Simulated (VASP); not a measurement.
# ScAl3 (Pm-3m) in VASP: notebook

The runs below take ScAl3 through single point, relaxation of cell and atoms, with PBEsol.

All numbers are computed with VASP 6.6.1; they aren't measurements. Logs are shortened: lines on timing, memory, paths and dates and some standing lists are left out, and cuts for length are marked.

## Step 1: The cell of the first run

Symmetry: Pm-3m, No. 221, cubic system. The conventional cell has a = 4.072 Å, b = 4.072 Å, c = 4.072 Å, α = 90.00°, β = 90.00°, γ = 90.00°. Al (site symmetry 4/mmm) has 8 Al at 2.88 Å and 4 Sc at 2.88 Å within 3.8 Å. Sc (site symmetry m-3m) has 12 Al at 2.88 Å within 3.8 Å.

## Step 2: Single point, PBEsol

Input file INCAR:

```
SYSTEM = ScAl3
ALGO = Fast
EDIFF = 1E-7
ENCUT = 520
GGA = PS
ISIF = 2
ISMEAR = 0
LASPH = .TRUE.
LCHARG = .TRUE.
LELF = .TRUE.
LREAL = .FALSE.
LVHAR = .TRUE.
LWAVE = .FALSE.
NBANDS = 18
NELM = 100
PREC = Accurate
SIGMA = 0.1
```

Input file KPOINTS:

```
k-points
0
G
  14 14 14
  0 0 0
```

Input file POSCAR:

```
ScAl3
1.0
    4.0719157333      0.0000000000      0.0000000000
    0.0000000000      4.0719157333      0.0000000000
    0.0000000000      0.0000000000      4.0719157333
Al Sc
3 1
Direct
    0.0000000000      0.5000000000      0.5000000000
    0.5000000000      0.0000000000      0.5000000000
    0.5000000000      0.5000000000      0.0000000000
    0.0000000000      0.0000000000      0.0000000000
```

Potentials or basis: VASP PAW PBE potentials, release 64 (Al, Sc_sv).

The run is started by

```bash
$ cat potpaw_PBE.64/Al/POTCAR potpaw_PBE.64/Sc_sv/POTCAR > POTCAR
$ mpirun -np 1 vasp_std > vasp.out
```

OUTCAR:

```text
SYSTEM = ScAl3
   EDIFF = 1E-7
   ENCUT = 520
   GGA = PS
   ISIF = 2
   ISMEAR = 0
   LASPH = .TRUE.
   LREAL = .FALSE.
   NELM = 100
   PREC = Accurate

 ion  position               nearest neighbor table
   1  0.000  0.500  0.500-   2 2.88   3 2.88   4 2.88   3 2.88   4 2.88   2 2.88   4 2.88   4 2.88
                             2 2.88   3 2.88   3 2.88   2 2.88
   2  0.500  0.000  0.500-   1 2.88   3 2.88   4 2.88   3 2.88   4 2.88   1 2.88   3 2.88   3 2.88
                             1 2.88   4 2.88   4 2.88   1 2.88
   3  0.500  0.500  0.000-   1 2.88   2 2.88   4 2.88   1 2.88   2 2.88   2 2.88   4 2.88   2 2.88
                             1 2.88   4 2.88   1 2.88   4 2.88
   4  0.000  0.000  0.000-   1 2.88   2 2.88   3 2.88   1 2.88   2 2.88   1 2.88   3 2.88   1 2.88
                             2 2.88   3 2.88   2 2.88   3 2.88

  LATTYP: Found a simple cubic cell.
 ALAT       =     4.0719157333

  Lattice vectors:

 A1 = (   4.0719157333,   0.0000000000,   0.0000000000)
 A2 = (   0.0000000000,   4.0719157333,   0.0000000000)
 A3 = (   0.0000000000,   0.0000000000,   4.0719157333)

Analysis of symmetry for initial positions (statically):
=====================================================================
 Subroutine PRICEL returns:
 Original cell was already a primitive cell.

 Routine SETGRP: Setting up the symmetry group for a
 simple cubic supercell.

 Subroutine GETGRP returns: Found 48 space group operations
 (whereof 48 operations were pure point group operations)
 out of a pool of 48 trial point group operations.

The static configuration has the point symmetry O_h .

Analysis of symmetry for dynamics (positions and initial velocities):
=====================================================================
 Subroutine PRICEL returns:
 Original cell was already a primitive cell.

 Routine SETGRP: Setting up the symmetry group for a
 simple cubic supercell.

 Subroutine GETGRP returns: Found 48 space group operations
 (whereof 48 operations were pure point group operations)
 out of a pool of 48 trial point group operations.

The dynamic configuration has the point symmetry O_h .

 Subroutine INISYM returns: Found 48 space group operations
 (whereof 48 operations are pure point group operations),
 and found     1 'primitive' translations

----------------------------------------------------------------------------------------

                                     Primitive cell

  volume of cell :      67.5144

  direct lattice vectors                    reciprocal lattice vectors
     4.071915733  0.000000000  0.000000000     0.245584650  0.000000000  0.000000000
     0.000000000  4.071915733  0.000000000     0.000000000  0.245584650  0.000000000
     0.000000000  0.000000000  4.071915733     0.000000000  0.000000000  0.245584650

  length of vectors
     4.071915733  4.071915733  4.071915733     0.245584650  0.245584650  0.245584650

  position of ions in fractional coordinates (direct lattice)
     0.000000000  0.500000000  0.500000000
     0.500000000  0.000000000  0.500000000
     0.500000000  0.500000000  0.000000000
     0.000000000  0.000000000  0.000000000

  ion indices of the primitive-cell ions
   primitive index   ion index
                 1           1
                 2           2
                 3           3
                 4           4

----------------------------------------------------------------------------------------

 KPOINTS: k-points

Automatic generation of k-mesh.
 Grid dimensions read from file:
 generate k-points for:   14   14   14

 Generating k-lattice:

  Cartesian coordinates                     Fractional coordinates (reciprocal lattice)
     0.017541761  0.000000000  0.000000000     0.071428571  0.000000000  0.000000000
     0.000000000  0.017541761  0.000000000     0.000000000  0.071428571  0.000000000
     0.000000000  0.000000000  0.017541761     0.000000000  0.000000000  0.071428571

  Length of vectors
     0.017541761  0.017541761  0.017541761

  Shift w.r.t. Gamma in fractional coordinates (k-lattice)
     0.000000000  0.000000000  0.000000000

 Subroutine IBZKPT returns following result:
 ===========================================

 Found    120 irreducible k-points:

 Following reciprocal coordinates:
            Coordinates               Weight
  0.000000  0.000000  0.000000      1.000000
  0.071429  0.000000  0.000000      6.000000
  0.142857  0.000000  0.000000      6.000000
  0.214286  0.000000  0.000000      6.000000
  0.285714  0.000000  0.000000      6.000000
  0.357143  0.000000  0.000000      6.000000
[... 16 lines left out ...]
  0.285714  0.214286  0.000000     24.000000
  0.357143  0.214286  0.000000     24.000000
 [... further k-points ...]
   k-points           NKPTS =    120   k-points in BZ     NKDIM =    120   number of bands    NBANDS=     18
   number of dos      NEDOS =    301   number of ions     NIONS =      4
   total plane-waves  NPLWV =  27000
   dimension x,y,z NGX =    30 NGY =   30 NGZ =   30
   dimension x,y,z NGXF=    60 NGYF=   60 NGZF=   60
   ions per type =               3   1
   NGX,Y,Z   is equivalent  to a cutoff of  12.25, 12.25, 12.25 a.u.
   NGXF,Y,Z  is equivalent  to a cutoff of  24.50, 24.50, 24.50 a.u.
 SYSTEM =  ScAl3
   PREC   = accura    normal or accurate (medium, high low for compatibility)
   ISTART =      0    job   : 0-new  1-cont  2-samecut
   ICHARG =      2    charge: 1-file 2-atom 10-const
   ISPIN  =      1    spin polarized calculation?
   LNONCOLLINEAR =      F non collinear calculations
   LSORBIT =      F    spin-orbit coupling
   LASPH  =      T    aspherical Exc in radial PAW
   ENCUT  =  520.0 eV  38.22 Ry    6.18 a.u.   7.57  7.57  7.57*2*pi/ulx,y,z
   NELM   =    100;   NELMIN=  2; NELMDL= -5     # of ELM steps
   EDIFF  = 0.1E-06   stopping-criterion for ELM
   LREAL  =      F    real-space projection
   EDIFFG = 0.1E-05   stopping-criterion for IOM
   NSW    =      0    number of steps for IOM
   IBRION =     -1    ionic relax: 0-MD 1-quasi-New 2-CG
   NFREE  =      0    steps in history (QN), initial steepest desc. (CG)
   ISIF   =      2    stress and relaxation
   ISYM   =      2    0-nonsym 1-usesym 2-fastsym
   POTIM  = 0.5000    time-step for ionic-motion
   TEBEG  =    0.0;   TEEND  =   0.0 temperature during run
   PSTRESS=    0.0 pullay stress
   NELECT =      20.0000    total number of electrons
   NUPDOWN=      -1.0000    fix difference up-down
   EMIN   =  10.00;   EMAX   =-10.00  energy-range for DOS
   EFERMI =   0.00;   METHOD = LEGACY
   ISMEAR =     0;   SIGMA  =   0.10  broadening in eV -4-tet -1-fermi 0-gaus
   EFERMI_NEDOS =   21; number of points for ismear=-14 and -15
   IALGO  =     68    algorithm
   IMIX   =      4    mixing-type and parameters
     AMIX     =   0.40;   BMIX     =  1.00
     AMIX_MAG =   1.60;   BMIX_MAG =  1.00
  volume/ion in A,a.u.               =      16.88       113.90
  Fermi-wavevector in a.u.,A,eV,Ry     =   1.091322  2.062299 16.204302  1.190983
  Thomas-Fermi vector in A             =   2.227564
   LORBIT       =      0    0 simple, 1 ext, 2 COOP (PROOUT), +10 PAW based schemes
   GGA     = PS    functional components
   LHFCALC =     F    Hartree Fock is set to
   AEXX    =    0.0000 exact exchange contribution
   IVDW    =     0    specifies the selected vdW correction
   LEPSILON=     F    determine dielectric tensor
   LRPA    =     F    only Hartree local field effects (RPA)
 non-spin polarized calculation
 RMM-DIIS sequential band-by-band and
 Gauss-broadening in eV      SIGMA  =   0.10
  energy-cutoff  :      520.00
  volume of cell :       67.51
 maximum number of plane-waves:      1856
   NGX = 15   NGY = 15   NGZ = 15

 number of electron      19.9999997 magnetization

 Free energy of the ion-electron system (eV)
  ---------------------------------------------------
  ext. energy  EPLUGINS =         0.00000000
  ---------------------------------------------------
  free energy    TOTEN  =       -20.76822428 eV

  energy without entropy =      -20.76191709  energy(sigma->0) =      -20.76507068

 E-fermi :   7.3243     XC(G=0): -10.5447

 val. band max:        7.3116749405   @ k =   0.2857   0.2857   0.0000
 cond. band min:       7.3423867200   @ k =   0.5000   0.2857   0.2143
 fundamental gap:      0.0307117795
 Fermi energy:         7.3242622180

 k-point     1 :       0.0000    0.0000    0.0000
  band No.  band energies     occupation
      1     -41.4017      2.00000
      2     -20.2047      2.00000
      3     -20.2047      2.00000
      4     -20.2047      2.00000
      5      -2.7754      2.00000
      6       4.6667      2.00000
[... 10 lines left out ...]
     17      12.6714      0.00000
     18      12.6714      0.00000

 k-point     2 :       0.0714    0.0000    0.0000
  band No.  band energies     occupation
      1     -41.4016      2.00000
      2     -20.2064      2.00000
      3     -20.2045      2.00000
      4     -20.2045      2.00000
      5      -2.7277      2.00000
      6       4.2015      2.00000
[... 10 lines left out ...]
     17      12.7178      0.00000
     18      12.7180      0.00000

 k-point     3 :       0.1429    0.0000    0.0000
  band No.  band energies     occupation
      1     -41.4014      2.00000
      2     -20.2113      2.00000
      3     -20.2041      2.00000
      4     -20.2041      2.00000
      5      -2.5855      2.00000
      6       3.4109      2.00000
[... 10 lines left out ...]
     17      12.7562      0.00000
     18      12.7564      0.00000

 k-point     4 :       0.2143    0.0000    0.0000
  band No.  band energies     occupation
      1     -41.4011      2.00000
      2     -20.2184      2.00000
      3     -20.2036      2.00000
      4     -20.2036      2.00000
      5      -2.3511      2.00000
      6       2.5735      2.00000
[... 375 lines left out ...]
      4     -20.2025      2.00000
      5      -1.9394      2.00000
      6       2.7886      2.00000
[... 10 lines left out ...]
     17      11.9270      0.00000
     18      12.7191      0.00000

 k-point    23 :       0.2857    0.2143    0.0000
  band No.  band energies     occupation
      1     -41.4003      2.00000
      2     -20.2246      2.00000
      3     -20.2161      2.00000
      4     -20.2019      2.00000
      5      -1.6277      2.00000
      6       2.0994      2.00000
[... 10 lines left out ...]
     17      12.0088      0.00000
     18      13.4146      0.00000

 k-point    24 :       0.3571    0.2143    0.0000
  band No.  band energies     occupation
      1     -41.4000      2.00000
      2     -20.2315      2.00000
      3     -20.2154      2.00000
      4     -20.2014      2.00000
      5      -1.2419      2.00000
      6       1.3573      2.00000
[... 10 lines left out ...]
     17      12.2549      0.00000
     18      12.7912      0.00000

 [... further k-points ...]
[... 5 lines left out ...]
  --------------------------------------------------------------------------------------
  -------------------------------------------------------------------------------------
  Total        0.0465640      0.0465640      0.0465640      0.0000000      0.0000000      0.0000000
  in kB        1.1050057      1.1050057      1.1050057      0.0000000      0.0000000      0.0000000
  external PRESSURE =       1.1050057 kB  Pullay stress =       0.0000000 kB

 VOLUME and BASIS-vectors are now :
 -----------------------------------------------------------------------------
  energy-cutoff  :      520.00
  volume of cell :       67.51
      direct lattice vectors                 reciprocal lattice vectors
     4.071915733  0.000000000  0.000000000     0.245584650  0.000000000  0.000000000
     0.000000000  4.071915733  0.000000000     0.000000000  0.245584650  0.000000000
     0.000000000  0.000000000  4.071915733     0.000000000  0.000000000  0.245584650

 POSITION                                       TOTAL-FORCE (eV/Angst)
 -----------------------------------------------------------------------------------
      0.00000      2.03596      2.03596         0.000000      0.000000      0.000000
      2.03596      0.00000      2.03596         0.000000      0.000000      0.000000
      2.03596      2.03596      0.00000         0.000000      0.000000      0.000000
      0.00000      0.00000      0.00000         0.000000      0.000000      0.000000
 -----------------------------------------------------------------------------------
    total drift:                               -0.000000     -0.000000     -0.000000

  FREE ENERGIE OF THE ION-ELECTRON SYSTEM (eV)
  ---------------------------------------------------
  free  energy   TOTEN  =       -20.7682242781 eV

  energy  without entropy=      -20.7619170853  energy(sigma->0) =      -20.76507068
```

Run time: 5.9 min. Hardware: 1 thread of AMD EPYC 7R13, shared host; peak memory 0.23 GiB.

What came out:

| Quantity | Value |
| --- | --- |
| Free energy | -20.7682 eV |
| Pressure | 0.1 GPa |
| Band gap on the k mesh | zero (band 10 reaches 8.30 eV, above the bottom of band 11 at 4.35 eV) |

Levels at points of the mesh, in eV from the Fermi level:
| k point | band 7 | band 8 | band 9 | band 10 | band 11 | band 12 | band 13 | band 14 |
| --- | --- | --- | --- | --- | --- | --- | --- | --- |
| (0.00, 0.00, 0.00) | -2.66 | -1.82 | -1.82 | -1.82 | 1.20 | 1.28 | 1.28 | 1.28 |
| (0.50, 0.00, 0.00) | -1.75 | -1.75 | -1.53 | 0.93 | 1.01 | 1.01 | 1.33 | 1.63 |
| (0.50, 0.50, 0.00) | -5.65 | -4.41 | -0.57 | -0.57 | 1.20 | 1.36 | 2.07 | 2.51 |
| (0.50, 0.50, 0.50) | -4.83 | -4.53 | -2.97 | -2.97 | -2.97 | 0.93 | 2.61 | 2.61 |

Caveat: the PAW data sets were made with another functional, which shifts forces and pressure a little.

## Step 3: Relaxation of cell and atoms, PBEsol

This run uses another cell than the first one, of 17.23 Å³/atom, 1.021 times its volume.

Input file INCAR:

```
SYSTEM = ScAl3
  PREC = Accurate
  ENCUT = 600
  EDIFF = 1E-7
  ISMEAR = 0
  SIGMA = 0.1
  LREAL = .False.
  LASPH = .True.
  NELM = 80
  ALGO = Fast
  ISIF = 3
  LWAVE = .False.
  LCHARG = .False.
  GGA = PS
  IBRION = 2
  NSW = 80
  EDIFFG = -0.003
```

Input file KPOINTS:

```
Automatic mesh
0
Gamma
  14 14 14
  0 0 0
```

Input file POSCAR:

```
ScAl3
1.0
    4.1000000000      0.0000000000      0.0000000000
    0.0000000000      4.1000000000      0.0000000000
    0.0000000000      0.0000000000      4.1000000000
Al Sc
3 1
Direct
    0.0000000000      0.5000000000      0.5000000000
    0.5000000000      0.0000000000      0.5000000000
    0.5000000000      0.5000000000      0.0000000000
    0.0000000000      0.0000000000      0.0000000000
```

Potentials or basis: VASP PAW PBE potentials, release 64 (Al, Sc_sv).

The run is started by

```bash
$ cat potpaw_PBE.64/Al/POTCAR potpaw_PBE.64/Sc_sv/POTCAR > POTCAR
$ mpirun -np 1 vasp_std > vasp.out
```

Wall time 18 min (1 thread of AMD EPYC 7R13, shared host); peak memory 0.3 GiB.

Results (log left out):

```
Free energy                            : -20.7692 eV
Relaxed volume                         : 16.90 Å³/atom
Relaxed cell                           : a = 4.074 Å, b = 4.074 Å, c = 4.074 Å, α = 90.00°, β = 90.00°, γ = 90.00°
Space group after relaxing (to 0.05 Å) : Pm-3m (No. 221)
Energy gained by relaxing              : 1.8 meV/atom
Ionic steps                            : 3
Pressure after relaxing                : 0.0 GPa
Band gap on the k mesh                 : zero (band 10 reaches 8.29 eV, above the bottom of band 11 at 4.34 eV)
```

The path:
```tsv
step	energy change (eV)	largest force (eV/Å)	pressure (GPa)	volume (Å³)
1	0.0000	0.0000	-1.69	68.92
2	-0.0060	0.0000	0.66	67.13
3	-0.0070	0.0000	0.00	67.61
```

Final structure:
```xyz
4
Lattice="4.0738 0.0000 0.0000 0.0000 4.0738 0.0000 0.0000 0.0000 4.0738" Properties=species:S:1:pos:R:3 pbc="T T T"
Al    0.0000    2.0369    2.0369
Al    2.0369    0.0000    2.0369
Al    2.0369    2.0369    0.0000
Sc    0.0000    0.0000    0.0000
```

Levels at points of the mesh, in eV from the Fermi level:
| k point | band 8 | band 9 | band 10 | band 11 | band 12 | band 13 |
| --- | --- | --- | --- | --- | --- | --- |
| (0.00, 0.00, 0.00) | -1.82 | -1.82 | -1.82 | 1.20 | 1.28 | 1.28 |
| (0.50, 0.00, 0.00) | -1.75 | -1.53 | 0.92 | 1.01 | 1.01 | 1.33 |
| (0.50, 0.50, 0.00) | -4.41 | -0.56 | -0.56 | 1.20 | 1.36 | 2.07 |
| (0.50, 0.50, 0.50) | -4.53 | -2.97 | -2.97 | -2.97 | 0.92 | 2.61 |

Caveat: the PAW data sets were made with another functional, which shifts forces and pressure a little.
